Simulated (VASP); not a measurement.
# Al in VASP: further runs

Runs on Al. Level: PBEsol. Tasks: single point.

All numbers are computed with VASP 6.6.1; they aren't measurements. Logs are shortened: lines on timing, memory, paths and dates and some standing lists are left out, and cuts for length are marked.

## Step 1: The cell of the first run

The cell holds a slab with vacuum, 7 atoms: a = 2.839 Å, b = 2.839 Å, c = 27.047 Å, α = 90.00°, β = 90.00°, γ = 90.00°.

## Step 2: Single point, PBEsol

Input file INCAR:

```
SYSTEM = Al
  PREC = Accurate
  ENCUT = 520
  EDIFF = 1E-6
  ISMEAR = 0
  SIGMA = 0.1
  LREAL = .False.
  LASPH = .True.
  NELM = 80
  ALGO = Normal
  ISIF = 2
  LWAVE = .False.
  LCHARG = .False.
  LDIPOL = .True.
  IDIPOL = 3
  DIPOL = 0.5 0.5 0.500
  GGA = PS
  NBANDS = 20
```

Input file KPOINTS:

```
regular mesh
0
Gamma
  12 12 1
  0 0 0
```

Input file POSCAR:

```
Al
1.0
    2.8394492333      0.0000000000      0.0000000000
    0.0000000000      2.8394492333      0.0000000000
    0.0000000000      0.0000000000     27.0467628462
Al
7
Direct
    0.5000000000      0.5000000000      0.2772975103
    0.0000000000      0.0000000000      0.3515316736
    0.5000000000      0.5000000000      0.4257658368
    0.0000000000      0.0000000000      0.5000000000
    0.5000000000      0.5000000000      0.5742341632
    0.0000000000      0.0000000000      0.6484683264
    0.5000000000      0.5000000000      0.7227024897
```

Potentials or basis: VASP PAW PBE potentials, release 64 (Al).

Launch:

```sh
cat potpaw_PBE.64/Al/POTCAR > POTCAR
mpirun -np 1 vasp_std > vasp.out
```

OUTCAR:

```text
SYSTEM = Al
   PREC = Accurate
   ENCUT = 520
   EDIFF = 1E-6
   ISMEAR = 0
   LREAL = .False.
   LASPH = .True.
   NELM = 80
   ISIF = 2
   GGA = PS

 ion  position               nearest neighbor table
   1  0.500  0.500  0.277-   2 2.84   2 2.84   2 2.84   2 2.84
   2  0.000  0.000  0.352-   3 2.84   3 2.84   3 2.84   3 2.84   1 2.84   1 2.84   1 2.84   1 2.84

   3  0.500  0.500  0.426-   2 2.84   2 2.84   2 2.84   2 2.84   4 2.84   4 2.84   4 2.84   4 2.84

   4  0.000  0.000  0.500-   3 2.84   5 2.84   3 2.84   5 2.84   3 2.84   5 2.84   3 2.84   5 2.84

   5  0.500  0.500  0.574-   6 2.84   6 2.84   6 2.84   6 2.84   4 2.84   4 2.84   4 2.84   4 2.84

   6  0.000  0.000  0.648-   5 2.84   5 2.84   5 2.84   5 2.84   7 2.84   7 2.84   7 2.84   7 2.84

   7  0.500  0.500  0.723-   6 2.84   6 2.84   6 2.84   6 2.84

  LATTYP: Found a simple tetragonal cell.
 ALAT       =     2.8394492333
 C/A-ratio  =     9.5253553150

  Lattice vectors:

 A1 = (   2.8394492333,   0.0000000000,   0.0000000000)
 A2 = (   0.0000000000,   2.8394492333,   0.0000000000)
 A3 = (   0.0000000000,   0.0000000000,  27.0467628462)

Analysis of symmetry for initial positions (statically):
=====================================================================
 Subroutine PRICEL returns:
 Original cell was already a primitive cell.

 Routine SETGRP: Setting up the symmetry group for a
 simple tetragonal supercell.

 Subroutine GETGRP returns: Found 16 space group operations
 (whereof 16 operations were pure point group operations)
 out of a pool of 16 trial point group operations.

The static configuration has the point symmetry D_4h.

Analysis of symmetry for dynamics (positions and initial velocities):
=====================================================================
 Subroutine PRICEL returns:
 Original cell was already a primitive cell.

 Routine SETGRP: Setting up the symmetry group for a
 simple tetragonal supercell.

 Subroutine GETGRP returns: Found 16 space group operations
 (whereof 16 operations were pure point group operations)
 out of a pool of 16 trial point group operations.

The dynamic configuration has the point symmetry D_4h.

 Subroutine INISYM returns: Found 16 space group operations
 (whereof 16 operations are pure point group operations),
 and found     1 'primitive' translations

----------------------------------------------------------------------------------------

                                     Primitive cell

  volume of cell :     218.0638

  direct lattice vectors                    reciprocal lattice vectors
     2.839449233  0.000000000  0.000000000     0.352180975  0.000000000  0.000000000
     0.000000000  2.839449233  0.000000000     0.000000000  0.352180975  0.000000000
     0.000000000  0.000000000 27.046762846     0.000000000  0.000000000  0.036973001

  length of vectors
     2.839449233  2.839449233 27.046762846     0.352180975  0.352180975  0.036973001

  position of ions in fractional coordinates (direct lattice)
     0.500000000  0.500000000  0.277297510
     0.000000000  0.000000000  0.351531674
     0.500000000  0.500000000  0.425765837
     0.000000000  0.000000000  0.500000000
     0.500000000  0.500000000  0.574234163
     0.000000000  0.000000000  0.648468326
     0.500000000  0.500000000  0.722702490

  ion indices of the primitive-cell ions
   primitive index   ion index
                 1           1
                 2           2
                 3           3
                 4           4
                 5           5
                 6           6
                 7           7

----------------------------------------------------------------------------------------

 KPOINTS: regular mesh

Automatic generation of k-mesh.
 Grid dimensions read from file:
 generate k-points for:   12   12    1

 Generating k-lattice:

  Cartesian coordinates                     Fractional coordinates (reciprocal lattice)
     0.029348415  0.000000000  0.000000000     0.083333333  0.000000000  0.000000000
     0.000000000  0.029348415  0.000000000     0.000000000  0.083333333  0.000000000
     0.000000000  0.000000000  0.036973001     0.000000000  0.000000000  1.000000000

  Length of vectors
     0.029348415  0.029348415  0.036973001

  Shift w.r.t. Gamma in fractional coordinates (k-lattice)
     0.000000000  0.000000000  0.000000000

 Subroutine IBZKPT returns following result:
 ===========================================

 Found     28 irreducible k-points:

 Following reciprocal coordinates:
            Coordinates               Weight
  0.000000  0.000000  0.000000      1.000000
  0.083333  0.000000  0.000000      4.000000
  0.166667  0.000000  0.000000      4.000000
  0.250000  0.000000  0.000000      4.000000
  0.333333  0.000000  0.000000      4.000000
  0.416667  0.000000  0.000000      4.000000
[... 16 lines left out ...]
  0.333333  0.333333  0.000000      4.000000
  0.416667  0.333333  0.000000      8.000000
 [... further k-points ...]
   k-points           NKPTS =     28   k-points in BZ     NKDIM =     28   number of bands    NBANDS=     20
   number of dos      NEDOS =    301   number of ions     NIONS =      7
   total plane-waves  NPLWV = 120960
   dimension x,y,z NGX =    24 NGY =   24 NGZ =  210
   dimension x,y,z NGXF=    48 NGYF=   48 NGZF=  420
   ions per type =               7
   NGX,Y,Z   is equivalent  to a cutoff of  14.05, 14.05, 12.91 a.u.
   NGXF,Y,Z  is equivalent  to a cutoff of  28.10, 28.10, 25.82 a.u.
 SYSTEM =  Al
   PREC   = accura    normal or accurate (medium, high low for compatibility)
   ISTART =      0    job   : 0-new  1-cont  2-samecut
   ICHARG =      2    charge: 1-file 2-atom 10-const
   ISPIN  =      1    spin polarized calculation?
   LNONCOLLINEAR =      F non collinear calculations
   LSORBIT =      F    spin-orbit coupling
   LASPH  =      T    aspherical Exc in radial PAW
   ENCUT  =  520.0 eV  38.22 Ry    6.18 a.u.   5.28  5.28 50.29*2*pi/ulx,y,z
   NELM   =     80;   NELMIN=  2; NELMDL= -5     # of ELM steps
   EDIFF  = 0.1E-05   stopping-criterion for ELM
   LREAL  =      F    real-space projection
   EDIFFG = 0.1E-04   stopping-criterion for IOM
   NSW    =      0    number of steps for IOM
   IBRION =     -1    ionic relax: 0-MD 1-quasi-New 2-CG
   NFREE  =      0    steps in history (QN), initial steepest desc. (CG)
   ISIF   =      2    stress and relaxation
   ISYM   =      2    0-nonsym 1-usesym 2-fastsym
   POTIM  = 0.5000    time-step for ionic-motion
   TEBEG  =    0.0;   TEEND  =   0.0 temperature during run
   PSTRESS=    0.0 pullay stress
   NELECT =      21.0000    total number of electrons
   NUPDOWN=      -1.0000    fix difference up-down
   EMIN   =  10.00;   EMAX   =-10.00  energy-range for DOS
   EFERMI =   0.00;   METHOD = LEGACY
   ISMEAR =     0;   SIGMA  =   0.10  broadening in eV -4-tet -1-fermi 0-gaus
   EFERMI_NEDOS =   21; number of points for ismear=-14 and -15
   IALGO  =     38    algorithm
   IMIX   =      4    mixing-type and parameters
     AMIX     =   0.40;   BMIX     =  1.00
     AMIX_MAG =   1.60;   BMIX_MAG =  1.00
  volume/ion in A,a.u.               =      31.15       210.22
  Fermi-wavevector in a.u.,A,eV,Ry     =   0.750390  1.418031  7.661229  0.563084
  Thomas-Fermi vector in A             =   1.847129
   LORBIT       =      0    0 simple, 1 ext, 2 COOP (PROOUT), +10 PAW based schemes
   GGA     = PS    functional components
   LHFCALC =     F    Hartree Fock is set to
   AEXX    =    0.0000 exact exchange contribution
   IVDW    =     0    specifies the selected vdW correction
   LEPSILON=     F    determine dielectric tensor
   LRPA    =     F    only Hartree local field effects (RPA)
 non-spin polarized calculation
 Gauss-broadening in eV      SIGMA  =   0.10
  energy-cutoff  :      520.00
  volume of cell :      218.06
 maximum number of plane-waves:      5925
 NGX is ok and might be reduce to    24
   NGX = 11   NGY = 11   NGZ =101

 dipolmoment           0.000000      0.000000      0.000000 electrons x Angstroem

 number of electron      21.0000000 magnetization

 dipolmoment           0.000000      0.000000     -0.000000 electrons x Angstroem

 Free energy of the ion-electron system (eV)
  ---------------------------------------------------
  ext. energy  EPLUGINS =         0.00000000
  ---------------------------------------------------
  free energy    TOTEN  =       -27.58244583 eV

  energy without entropy =      -27.56607120  energy(sigma->0) =      -27.57425852

 E-fermi :   2.2303     XC(G=0):  -6.0841

 val. band max:        2.2243187639   @ k =   0.5000   0.4167   0.0000
 cond. band min:       2.2315683737   @ k =   0.5000   0.4167   0.0000
 fundamental gap:      0.0072496097
 Fermi energy:         2.2302841178

 k-point     1 :       0.0000    0.0000    0.0000
  band No.  band energies     occupation
      1      -8.8803      2.00000
      2      -8.3677      2.00000
      3      -7.5591      2.00000
      4      -6.4078      2.00000
      5      -4.9975      2.00000
      6      -3.3319      2.00000
[... 12 lines left out ...]
     19       8.4763      0.00000
     20       8.6193      0.00000

 k-point     2 :       0.0833    0.0000    0.0000
  band No.  band energies     occupation
      1      -8.7530      2.00000
      2      -8.2409      2.00000
      3      -7.4329      2.00000
      4      -6.2825      2.00000
      5      -4.8733      2.00000
      6      -3.2087      2.00000
[... 12 lines left out ...]
     19       8.5849      0.00000
     20       8.7148      0.00000

 k-point     3 :       0.1667    0.0000    0.0000
  band No.  band energies     occupation
      1      -8.3719      2.00000
      2      -7.8610      2.00000
      3      -7.0551      2.00000
      4      -5.9073      2.00000
      5      -4.5011      2.00000
      6      -2.8400      2.00000
[... 12 lines left out ...]
     19       8.4685      0.00000
     20       8.5003      0.00000

 k-point     4 :       0.2500    0.0000    0.0000
  band No.  band energies     occupation
      1      -7.7391      2.00000
      2      -7.2302      2.00000
      3      -6.4276      2.00000
      4      -5.2843      2.00000
      5      -3.8831      2.00000
      6      -2.2283      2.00000
[... 12 lines left out ...]
     19       8.0009      0.00000
     20       8.3292      0.00000

 k-point     5 :       0.3333    0.0000    0.0000
  band No.  band energies     occupation
      1      -6.8579      2.00000
      2      -6.3519      2.00000
      3      -5.5539      2.00000
      4      -4.4168      2.00000
      5      -3.0234      2.00000
      6      -1.3848      2.00000
[... 12 lines left out ...]
     19       7.8313      0.00000
     20       8.7750      0.00000
[... 353 lines left out ...]
      6      -1.2167      2.00000
[... 12 lines left out ...]
     19       6.5533      0.00000
     20       6.6935      0.00000

 k-point    22 :       0.5000    0.2500    0.0000
  band No.  band energies     occupation
      1      -3.2809      2.00000
      2      -3.2682      2.00000
      3      -2.8082      2.00000
      4      -2.7542      2.00000
      5      -2.0804      2.00000
      6      -1.9172      2.00000
[... 12 lines left out ...]
     19       5.9641      0.00000
     20       6.0530      0.00000

 k-point    23 :       0.3333    0.3333    0.0000
  band No.  band energies     occupation
      1      -4.8672      2.00000
      2      -4.3677      2.00000
      3      -3.5803      2.00000
      4      -2.4574      2.00000
      5      -1.0821      2.00000
      6       0.3334      2.00000
[... 12 lines left out ...]
     19       5.5327      0.00000
     20       6.4180      0.00000

 k-point    24 :       0.4167    0.3333    0.0000
  band No.  band energies     occupation
      1      -3.7635      2.00000
      2      -3.2681      2.00000
      3      -2.4875      2.00000
      4      -1.3762      2.00000
      5      -0.9309      2.00000
      6      -0.4413      2.00000
[... 12 lines left out ...]
     19       5.0194      0.00000
     20       5.5735      0.00000

 [... further k-points ...]

------------------------ aborting loop because EDIFF is reached ----------------------------------------

 vacuum level on the upper side and lower side of the slab       (xc-potential included)        -0.147        -0.147

  FORCE on cell =-STRESS in cart. coord.  units (eV):
  Direction    XX          YY          ZZ          XY          YZ          ZX
  --------------------------------------------------------------------------------------
  -------------------------------------------------------------------------------------
  Total       -1.6514145     -1.6514145      0.3921517      0.0000000     -0.0000000      0.0000000
  in kB      -12.1334183    -12.1334183      2.8812515      0.0000000     -0.0000000      0.0000000
  external PRESSURE =      -7.1285284 kB  Pullay stress =       0.0000000 kB

 VOLUME and BASIS-vectors are now :
 -----------------------------------------------------------------------------
  energy-cutoff  :      520.00
  volume of cell :      218.06
      direct lattice vectors                 reciprocal lattice vectors
     2.839449233  0.000000000  0.000000000     0.352180975  0.000000000  0.000000000
     0.000000000  2.839449233  0.000000000     0.000000000  0.352180975  0.000000000
     0.000000000  0.000000000 27.046762846     0.000000000  0.000000000  0.036973001

 POSITION                                       TOTAL-FORCE (eV/Angst)
 -----------------------------------------------------------------------------------
      1.41972      1.41972      7.50000        -0.000000      0.000000     -0.117128
      0.00000      0.00000      9.50779         0.000000      0.000000      0.145678
      1.41972      1.41972     11.51559         0.000000     -0.000000     -0.038011
      0.00000      0.00000     13.52338         0.000000      0.000000      0.000000
      1.41972      1.41972     15.53118         0.000000     -0.000000      0.038011
      0.00000      0.00000     17.53897         0.000000      0.000000     -0.145678
      1.41972      1.41972     19.54676         0.000000     -0.000000      0.117128
 -----------------------------------------------------------------------------------
    total drift:                               -0.000000      0.000000     -0.000000

  FREE ENERGIE OF THE ION-ELECTRON SYSTEM (eV)
  ---------------------------------------------------
  free  energy   TOTEN  =       -27.5824458288 eV

  energy  without entropy=      -27.5660712012  energy(sigma->0) =      -27.57425852

 vacuum level on the upper side and lower side of the slab         6.419         6.419
```

Run time: 1.8 min. Hardware: 1 thread of Intel Xeon Platinum 8559C (Emerald Rapids), shared host; peak memory 0.36 GiB.

Results:

- Free energy: -27.5824 eV
- Largest force: 0.146 eV/Å

Forces on the atoms (eV/Å):
```
Al   0.000  0.000 -0.117
Al   0.000  0.000  0.146
Al   0.000  0.000 -0.038
Al   0.000  0.000  0.000
Al   0.000  0.000  0.038
Al   0.000  0.000 -0.146
Al   0.000  0.000  0.117
```

Caveat: the PAW data sets were made with another functional, which shifts forces and pressure a little.

## Step 3: Single point, PBEsol

INCAR is that of step 2.

KPOINTS is that of step 2.

POSCAR: that of step 2 with these lines changed.

```diff
@@ -2,5 +2,5 @@
 1.0
-    2.8394492333      0.0000000000      0.0000000000
-    0.0000000000      2.8394492333      0.0000000000
-    0.0000000000      0.0000000000     27.0467628462
+    2.8394492336      0.0000000000      0.0000000000
+    0.0000000000      2.8394492336      0.0000000000
+    0.0000000000      0.0000000000     27.0467628474
 Al
```

Potentials or basis: VASP PAW PBE potentials, release 64 (Al).

Launch:

```sh
cat potpaw_PBE.64/Al/POTCAR > POTCAR
mpirun -np 1 vasp_std > vasp.out
```

Wall time 2 min (1 thread of AMD EPYC 9R45 (Zen 5), shared host); peak memory 0.33 GiB.

The run converged. Its results:

* Free energy: -27.5824 eV
* Largest force: 0.146 eV/Å

Forces on the atoms (eV/Å):
```
Al   0.000  0.000 -0.117
Al   0.000  0.000  0.146
Al   0.000  0.000 -0.038
Al   0.000  0.000  0.000
Al   0.000  0.000  0.038
Al   0.000  0.000 -0.146
Al   0.000  0.000  0.117
```

Levels at points of the mesh, in eV from the Fermi level:
```
           k point  band 6  band 7  band 8  band 9  band 10  band 11  band 12  band 13  band 14  band 15
(0.00, 0.00, 0.00)   -5.56   -3.60   -2.32    0.29     2.22     3.59     4.50     4.66     5.40     5.80
(0.50, 0.00, 0.00)   -5.24   -4.25   -4.13   -2.89    -2.74    -1.33    -1.04     0.47     1.12     1.64
(0.50, 0.50, 0.00)   -1.61   -1.48   -1.45   -1.05    -0.90    -0.54    -0.54    -0.41     0.09     0.71
```

Caveat: the PAW data sets were made with another functional, which shifts forces and pressure a little.
